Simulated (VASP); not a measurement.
# SnGe2 (P-3m1) in VASP: a series of runs

The runs below take SnGe2 through single point, with PBE.

All numbers are computed with VASP 6.6.1; they aren't measurements. Logs are shortened: lines on timing, memory, paths and dates and some standing lists are left out, and cuts for length are marked.

**1. The cell of the first run**

It takes space group P-3m1 (No. 164, trigonal). Conventional cell: a = 4.293 Å, b = 4.293 Å, c = 10.548 Å, α = 90.00°, β = 90.00°, γ = 120.00°. Within 3.5 Å of Sn (site symmetry 3m) lie 4 Ge at 2.65 to 2.70 Å. Within 3.4 Å of Ge (site symmetry 3m) lie 3 Ge at 2.59 Å and 1 Sn at 2.70 Å. Ge (site symmetry 3m) has 1 Ge at 2.49 Å and 3 Sn at 2.65 Å within 3.3 Å.

**2. Single point, PBE**

File INCAR:

```
SYSTEM = SnGe2
ALGO     = Normal         ! electronic algorithm
EDIFF    = 1E-6           ! SCF threshold, eV
ENCUT    = 520            ! plane-wave cutoff, eV
GGA      = PE             ! functional
ISIF     = 2              ! what is computed and relaxed
ISMEAR   = 0              ! smearing method
LASPH    = .True.         ! aspherical terms in the spheres
LCHARG   = .False.        ! write CHGCAR
LREAL    = .False.        ! projectors in reciprocal space
LWAVE    = .False.        ! write WAVECAR
NBANDS   = 51             ! bands
NELM     = 100            ! most SCF steps
PREC     = Accurate       ! precision mode
SIGMA    = 0.1            ! smearing width, eV
```

File KPOINTS:

```
k-points
0
Gamma
  6 6 2
  0 0 0
```

File POSCAR:

```
SnGe2
1.0
    4.2927116000      0.0000000000      0.0000000000
   -2.1463558000      3.7175973000      0.0000000000
    0.0000000000      0.0000000000     10.5483878000
Sn Ge
2 4
Direct
    0.6666667000      0.3333333000      0.2080510000
    0.3333333000      0.6666667000      0.7919490000
    0.3333333000      0.6666667000      0.5364030000
    0.0000000000      0.0000000000      0.8820990000
    0.6666667000      0.3333333000      0.4635970000
    0.0000000000      0.0000000000      0.1179010000
```

Potentials or basis: VASP PAW PBE potentials, release 64 (Sn_d, Ge_d).

On the command line:

```sh
> cat potpaw_PBE.64/Sn_d/POTCAR potpaw_PBE.64/Ge_d/POTCAR > POTCAR
> mpirun -np 1 vasp_std > vasp.out
```

OUTCAR:

```text
SYSTEM = SnGe2
   EDIFF = 1E-6
   ENCUT = 520
   GGA = PE
   ISIF = 2
   ISMEAR = 0
   LASPH = .True.
   LREAL = .False.
   NELM = 100
   PREC = Accurate

 ion  position               nearest neighbor table
   1  0.667  0.333  0.208-   6 2.65   6 2.65   6 2.65   5 2.70
   2  0.333  0.667  0.792-   4 2.65   4 2.65   4 2.65   3 2.70
   3  0.333  0.667  0.536-   5 2.59   5 2.59   5 2.59   2 2.70
   4  0.000  0.000  0.882-   6 2.49   2 2.65   2 2.65   2 2.65
   5  0.667  0.333  0.464-   3 2.59   3 2.59   3 2.59   1 2.70
   6  0.000  0.000  0.118-   4 2.49   1 2.65   1 2.65   1 2.65

  LATTYP: Found a hexagonal cell.
 ALAT       =     4.2927116000
 C/A-ratio  =     2.4572784717

  Lattice vectors:

 A1 = (   4.2927116000,   0.0000000000,   0.0000000000)
 A2 = (  -2.1463558000,   3.7175973000,   0.0000000000)
 A3 = (   0.0000000000,   0.0000000000,  10.5483878000)

Analysis of symmetry for initial positions (statically):
=====================================================================
 Subroutine PRICEL returns:
 Original cell was already a primitive cell.

 Routine SETGRP: Setting up the symmetry group for a
 hexagonal supercell.

 Subroutine GETGRP returns: Found 12 space group operations
 (whereof 12 operations were pure point group operations)
 out of a pool of 24 trial point group operations.

The static configuration has the point symmetry D_3d.

Analysis of symmetry for dynamics (positions and initial velocities):
=====================================================================
 Subroutine PRICEL returns:
 Original cell was already a primitive cell.

 Routine SETGRP: Setting up the symmetry group for a
 hexagonal supercell.

 Subroutine GETGRP returns: Found 12 space group operations
 (whereof 12 operations were pure point group operations)
 out of a pool of 24 trial point group operations.

The dynamic configuration has the point symmetry D_3d.

 Subroutine INISYM returns: Found 12 space group operations
 (whereof 12 operations are pure point group operations),
 and found     1 'primitive' translations

----------------------------------------------------------------------------------------

                                     Primitive cell

  volume of cell :     168.3372

  direct lattice vectors                    reciprocal lattice vectors
     4.292711600  0.000000000  0.000000000     0.232952989  0.134495471  0.000000000
    -2.146355800  3.717597300  0.000000000     0.000000000  0.268990942  0.000000000
     0.000000000  0.000000000 10.548387800     0.000000000  0.000000000  0.094801217

  length of vectors
     4.292711600  4.292711603 10.548387800     0.268990942  0.268990942  0.094801217

  position of ions in fractional coordinates (direct lattice)
     0.666666700  0.333333300  0.208051000
     0.333333300  0.666666700  0.791949000
     0.333333300  0.666666700  0.536403000
     0.000000000  0.000000000  0.882099000
     0.666666700  0.333333300  0.463597000
     0.000000000  0.000000000  0.117901000

  ion indices of the primitive-cell ions
   primitive index   ion index
                 1           1
                 2           2
                 3           3
                 4           4
                 5           5
                 6           6

----------------------------------------------------------------------------------------

 KPOINTS: k-points

Automatic generation of k-mesh.
 Grid dimensions read from file:
 generate k-points for:    6    6    2

 Generating k-lattice:

  Cartesian coordinates                     Fractional coordinates (reciprocal lattice)
     0.038825498  0.022415912  0.000000000     0.166666667  0.000000000  0.000000000
     0.000000000  0.044831824  0.000000000     0.000000000  0.166666667  0.000000000
     0.000000000  0.000000000  0.047400608     0.000000000  0.000000000  0.500000000

  Length of vectors
     0.044831824  0.044831824  0.047400608

  Shift w.r.t. Gamma in fractional coordinates (k-lattice)
     0.000000000  0.000000000  0.000000000

 Subroutine IBZKPT returns following result:
 ===========================================

 Found     14 irreducible k-points:

 Following reciprocal coordinates:
            Coordinates               Weight
  0.000000  0.000000  0.000000      1.000000
  0.166667 -0.000000  0.000000      6.000000
  0.333333 -0.000000  0.000000      6.000000
  0.500000  0.000000  0.000000      3.000000
  0.166667  0.166667  0.000000      6.000000
  0.333333  0.166667  0.000000     12.000000
  0.333333  0.333333  0.000000      2.000000
  0.000000  0.000000  0.500000      1.000000
  0.166667 -0.000000  0.500000      6.000000
  0.333333 -0.000000  0.500000      6.000000
  0.500000  0.000000  0.500000      3.000000
  0.166667  0.166667  0.500000      6.000000
  0.333333  0.166667  0.500000     12.000000
  0.333333  0.333333  0.500000      2.000000
   k-points           NKPTS =     14   k-points in BZ     NKDIM =     14   number of bands    NBANDS=     51
   number of dos      NEDOS =    301   number of ions     NIONS =      6
   total plane-waves  NPLWV =  81920
   dimension x,y,z NGX =    32 NGY =   32 NGZ =   80
   dimension x,y,z NGXF=    64 NGYF=   64 NGZF=  160
   ions per type =               2   4
   NGX,Y,Z   is equivalent  to a cutoff of  12.39, 12.39, 12.61 a.u.
   NGXF,Y,Z  is equivalent  to a cutoff of  24.79, 24.79, 25.22 a.u.
 SYSTEM =  SnGe2
   PREC   = accura    normal or accurate (medium, high low for compatibility)
   ISTART =      0    job   : 0-new  1-cont  2-samecut
   ICHARG =      2    charge: 1-file 2-atom 10-const
   ISPIN  =      1    spin polarized calculation?
   LNONCOLLINEAR =      F non collinear calculations
   LSORBIT =      F    spin-orbit coupling
   LASPH  =      T    aspherical Exc in radial PAW
   ENCUT  =  520.0 eV  38.22 Ry    6.18 a.u.   7.98  7.98 19.61*2*pi/ulx,y,z
   NELM   =    100;   NELMIN=  2; NELMDL= -5     # of ELM steps
   EDIFF  = 0.1E-05   stopping-criterion for ELM
   LREAL  =      F    real-space projection
   EDIFFG = 0.1E-04   stopping-criterion for IOM
   NSW    =      0    number of steps for IOM
   IBRION =     -1    ionic relax: 0-MD 1-quasi-New 2-CG
   NFREE  =      0    steps in history (QN), initial steepest desc. (CG)
   ISIF   =      2    stress and relaxation
   ISYM   =      2    0-nonsym 1-usesym 2-fastsym
   POTIM  = 0.5000    time-step for ionic-motion
   TEBEG  =    0.0;   TEEND  =   0.0 temperature during run
   PSTRESS=    0.0 pullay stress
   NELECT =      84.0000    total number of electrons
   NUPDOWN=      -1.0000    fix difference up-down
   EMIN   =  10.00;   EMAX   =-10.00  energy-range for DOS
   EFERMI =   0.00;   METHOD = LEGACY
   ISMEAR =     0;   SIGMA  =   0.10  broadening in eV -4-tet -1-fermi 0-gaus
   EFERMI_NEDOS =   21; number of points for ismear=-14 and -15
   IALGO  =     38    algorithm
   IMIX   =      4    mixing-type and parameters
     AMIX     =   0.40;   BMIX     =  1.00
     AMIX_MAG =   1.60;   BMIX_MAG =  1.00
  volume/ion in A,a.u.               =      28.06       189.33
  Fermi-wavevector in a.u.,A,eV,Ry     =   1.298498  2.453805 22.940735  1.686096
  Thomas-Fermi vector in A             =   2.429822
   LORBIT       =      0    0 simple, 1 ext, 2 COOP (PROOUT), +10 PAW based schemes
   GGA     = PE    functional components
   LHFCALC =     F    Hartree Fock is set to
   AEXX    =    0.0000 exact exchange contribution
   IVDW    =     0    specifies the selected vdW correction
   LEPSILON=     F    determine dielectric tensor
   LRPA    =     F    only Hartree local field effects (RPA)
 non-spin polarized calculation
 Gauss-broadening in eV      SIGMA  =   0.10
  energy-cutoff  :      520.00
  volume of cell :      168.34
 maximum number of plane-waves:      4550
 NGX is ok and might be reduce to    32
   NGX = 15   NGY = 15   NGZ = 39

 number of electron      84.0000016 magnetization

 Free energy of the ion-electron system (eV)
  ---------------------------------------------------
  ext. energy  EPLUGINS =         0.00000000
  ---------------------------------------------------
  free energy    TOTEN  =       -25.44131175 eV

  energy without entropy =      -25.43751242  energy(sigma->0) =      -25.43941208

 E-fermi :   4.5892     XC(G=0):  -9.2348

 val. band max:        4.5403994827   @ k =   0.5000   0.0000   0.5000
 cond. band min:       4.6194661476   @ k =   0.0000   0.0000   0.5000
 fundamental gap:      0.0790666649
 Fermi energy:         4.5891735428

 k-point     1 :       0.0000    0.0000    0.0000
  band No.  band energies     occupation
      1     -20.0723      2.00000
      2     -20.0723      2.00000
      3     -20.0314      2.00000
      4     -20.0314      2.00000
      5     -20.0148      2.00000
      6     -19.9814      2.00000
[... 43 lines left out ...]
     50       8.2466      0.00000
     51       8.2908      0.00000

 k-point     2 :       0.1667   -0.0000    0.0000
  band No.  band energies     occupation
      1     -20.0786      2.00000
      2     -20.0762      2.00000
      3     -20.0302      2.00000
      4     -20.0220      2.00000
      5     -20.0137      2.00000
      6     -19.9762      2.00000
[... 43 lines left out ...]
     50       8.5979      0.00000
     51       8.6526      0.00000

 k-point     3 :       0.3333   -0.0000    0.0000
  band No.  band energies     occupation
      1     -20.0866      2.00000
      2     -20.0769      2.00000
      3     -20.0402      2.00000
      4     -20.0122      2.00000
      5     -20.0084      2.00000
      6     -19.9622      2.00000
[... 43 lines left out ...]
     50       9.3109      0.00000
     51       9.5560      0.00000
[... 487 lines left out ...]
 k-point    13 :       0.3333    0.1667    0.5000
  band No.  band energies     occupation
      1     -20.0977      2.00000
      2     -20.0665      2.00000
      3     -20.0482      2.00000
      4     -20.0064      2.00000
      5     -19.9975      2.00000
      6     -19.9689      2.00000
[... 43 lines left out ...]
     50       9.3033      0.00000
     51       9.6102      0.00000

 k-point    14 :       0.3333    0.3333    0.5000
  band No.  band energies     occupation
      1     -20.1045      2.00000
      2     -20.0560      2.00000
      3     -20.0560      2.00000
      4     -19.9957      2.00000
      5     -19.9823      2.00000
      6     -19.9823      2.00000
[... 43 lines left out ...]
     50       9.5809      0.00000
     51      10.1318      0.00000

------------------------ aborting loop because EDIFF is reached ----------------------------------------

  FORCE on cell =-STRESS in cart. coord.  units (eV):
  Direction    XX          YY          ZZ          XY          YZ          ZX
  --------------------------------------------------------------------------------------
  -------------------------------------------------------------------------------------
  Total        0.1244683      0.1244683     -0.0928437      0.0000000     -0.0000000      0.0000000
  in kB        1.1846477      1.1846477     -0.8836556      0.0000000     -0.0000000      0.0000000
  external PRESSURE =       0.4952133 kB  Pullay stress =       0.0000000 kB

 VOLUME and BASIS-vectors are now :
 -----------------------------------------------------------------------------
  energy-cutoff  :      520.00
  volume of cell :      168.34
      direct lattice vectors                 reciprocal lattice vectors
     4.292711600  0.000000000  0.000000000     0.232952989  0.134495471  0.000000000
    -2.146355800  3.717597300  0.000000000     0.000000000  0.268990942  0.000000000
     0.000000000  0.000000000 10.548387800     0.000000000  0.000000000  0.094801217

 POSITION                                       TOTAL-FORCE (eV/Angst)
 -----------------------------------------------------------------------------------
      2.14636      1.23920      2.19460         0.000000      0.000000      0.015735
     -0.00000      2.47840      8.35379        -0.000000      0.000000     -0.015735
     -0.00000      2.47840      5.65819        -0.000000     -0.000000     -0.121004
      0.00000      0.00000      9.30472         0.000000      0.000000      0.028162
      2.14636      1.23920      4.89020        -0.000000      0.000000      0.121004
      0.00000      0.00000      1.24367         0.000000     -0.000000     -0.028162
 -----------------------------------------------------------------------------------
    total drift:                                0.000000      0.000000     -0.000000

  FREE ENERGIE OF THE ION-ELECTRON SYSTEM (eV)
  ---------------------------------------------------
  free  energy   TOTEN  =       -25.4413117473 eV

  energy  without entropy=      -25.4375124197  energy(sigma->0) =      -25.43941208
```

It took 68 s on 1 thread of Intel Xeon 6975P-C (Granite Rapids), shared host; peak memory 0.31 GiB.

What came out:

* Free energy: -25.4413 eV
* Pressure: 0.0 GPa
* Largest force: 0.121 eV/Å
* Band gap on the k mesh: zero (band 42 reaches 4.87 eV, above the bottom of band 43 at 4.54 eV)

Forces on the atoms (eV/Å):
```
Sn   0.000  0.000  0.016
Sn   0.000  0.000 -0.016
Ge   0.000  0.000 -0.121
Ge   0.000  0.000  0.028
Ge   0.000  0.000  0.121
Ge   0.000  0.000 -0.028
```

Stress tensor (GPa, compression positive):
```
 0.12  0.00  0.00
 0.00  0.12  0.00
 0.00  0.00 -0.09
```

Levels at points of the mesh, in eV from the Fermi level:
```
           k point  band 38  band 39  band 40  band 41  band 42  band 43  band 44  band 45  band 46  band 47
(0.00, 0.00, 0.00)    -1.01    -0.80    -0.80     0.09     0.28     0.28     0.35     0.50     2.49     2.49
(0.50, 0.00, 0.00)    -2.51    -2.50    -2.45    -1.72    -1.32     0.86     0.91     1.31     1.77     3.45
(0.00, 0.00, 0.50)    -1.13    -0.53    -0.53    -0.34     0.03     0.03     0.51     1.26     2.92     2.92
(0.50, 0.00, 0.50)    -3.02    -2.31    -2.18    -1.10    -1.01    -0.05     1.16     1.28     2.51     2.58
```

Caveat: spin-orbit coupling is left out, which moves the levels of the heavy elements.

**3. Single point, PBE**

File INCAR:

```
ALGO = Normal ; EDIFF = 1E-6
ENCUT = 520 ; GGA = PE
ISIF = 2 ; ISMEAR = 0
LASPH = True ; LCHARG = False
LREAL = False ; LWAVE = False
NBANDS = 51 ; NELM = 60
PREC = Accurate ; SIGMA = 0.1
```

File KPOINTS:

```
k-points
0
Gamma
  12 12 4
```

File POSCAR:

```
SnGe2
1.0
    4.2927116019      0.0000000000      0.0000000000
   -2.1463558009      3.7175972984      0.0000000000
    0.0000000000      0.0000000000     10.5483878000
Sn Ge
2 4
Direct
    0.6666666667      0.3333333333      0.2080510000
    0.3333333333      0.6666666667      0.7919490000
    0.3333333333      0.6666666667      0.5364030000
    0.0000000000      0.0000000000      0.8820990000
    0.6666666667      0.3333333333      0.4635970000
    0.0000000000      0.0000000000      0.1179010000
```

Potentials or basis: VASP PAW PBE potentials, release 64 (Sn_d, Ge_d).

On the command line:

```sh
> cat potpaw_PBE.64/Sn_d/POTCAR potpaw_PBE.64/Ge_d/POTCAR > POTCAR
> mpirun -np 1 vasp_std > vasp.out
```

Wall time 3.9 min (1 thread of Intel Xeon 6975P-C (Granite Rapids), shared host); peak memory 0.58 GiB.

It converged, with:

| Property | Result |
| --- | --- |
| Free energy | -25.4717 eV |
| Pressure | 0.0 GPa |
| Largest force | 0.010 eV/Å |
| Band gap on the k mesh | zero (band 42 reaches 4.89 eV, above the bottom of band 43 at 4.53 eV) |

Forces in eV/Å, atoms in the order of the input:
```
Sn   0.000  0.000 -0.005
Sn   0.000  0.000  0.005
Ge   0.000  0.000  0.008
Ge   0.000  0.000 -0.010
Ge   0.000  0.000 -0.008
Ge   0.000  0.000  0.010
```

Levels at points of the mesh, in eV from the Fermi level:
| k point | band 38 | band 39 | band 40 | band 41 | band 42 | band 43 | band 44 | band 45 | band 46 | band 47 |
| --- | --- | --- | --- | --- | --- | --- | --- | --- | --- | --- |
| (0.00, 0.00, 0.00) | -1.20 | -0.91 | -0.91 | -0.04 | 0.17 | 0.17 | 0.21 | 0.39 | 2.34 | 2.34 |
| (0.50, 0.00, 0.00) | -2.66 | -2.64 | -2.60 | -1.87 | -1.43 | 0.68 | 0.78 | 1.19 | 1.65 | 3.32 |
| (0.00, 0.00, 0.50) | -1.29 | -0.67 | -0.67 | -0.53 | -0.08 | -0.08 | 0.40 | 1.15 | 2.75 | 2.75 |
| (0.50, 0.00, 0.50) | -3.16 | -2.48 | -2.29 | -1.24 | -1.13 | -0.19 | 1.01 | 1.17 | 2.38 | 2.43 |

Caveat: spin-orbit coupling is left out, which moves the levels of the heavy elements.

**4. Single point, PBE**

File INCAR:

```
SYSTEM = SnGe2
PREC = Accurate ; ENCUT = 520
EDIFF = 1E-6 ; ISMEAR = 0
SIGMA = 0.1 ; LREAL = .FALSE.
LASPH = .TRUE. ; NELM = 60
ALGO = Normal ; ISIF = 2
LWAVE = .FALSE. ; LCHARG = .FALSE.
GGA = PE ; NBANDS = 51
```

File KPOINTS:

```
regular mesh
0
G
  12 12 4
  0 0 0
```

POSCAR is that of step 3.

On the command line:

```sh
> cat potpaw_PBE.64/Sn_d/POTCAR potpaw_PBE.64/Ge_d/POTCAR > POTCAR
> mpirun -np 1 vasp_std > vasp.out
```

Run time: 4.3 min. Hardware: 1 thread of Intel Xeon 6975P-C (Granite Rapids), shared host; peak memory 0.57 GiB.

The run converged. Its results:

| Item | Value |
| --- | --- |
| Free energy | -25.4717 eV |
| Pressure | 0.0 GPa |
| Largest force | 0.010 eV/Å |
| Band gap on the k mesh | zero (band 42 reaches 4.89 eV, above the bottom of band 43 at 4.53 eV) |

Forces on the atoms (eV/Å):
```
Sn   0.000  0.000 -0.005
Sn   0.000  0.000  0.005
Ge   0.000  0.000  0.008
Ge   0.000  0.000 -0.010
Ge   0.000  0.000 -0.008
Ge   0.000  0.000  0.010
```

Levels at points of the mesh, in eV from the Fermi level:
```csv
k point,band 38,band 39,band 40,band 41,band 42,band 43,band 44,band 45,band 46,band 47
"(0.00, 0.00, 0.00)",-1.20,-0.91,-0.91,-0.04,0.17,0.17,0.21,0.39,2.34,2.34
"(0.50, 0.00, 0.00)",-2.66,-2.64,-2.60,-1.87,-1.43,0.68,0.78,1.19,1.65,3.32
"(0.00, 0.00, 0.50)",-1.29,-0.67,-0.67,-0.53,-0.08,-0.08,0.40,1.15,2.75,2.75
"(0.50, 0.00, 0.50)",-3.16,-2.48,-2.29,-1.24,-1.13,-0.19,1.01,1.17,2.38,2.43
```

Caveat: spin-orbit coupling is left out, which moves the levels of the heavy elements.
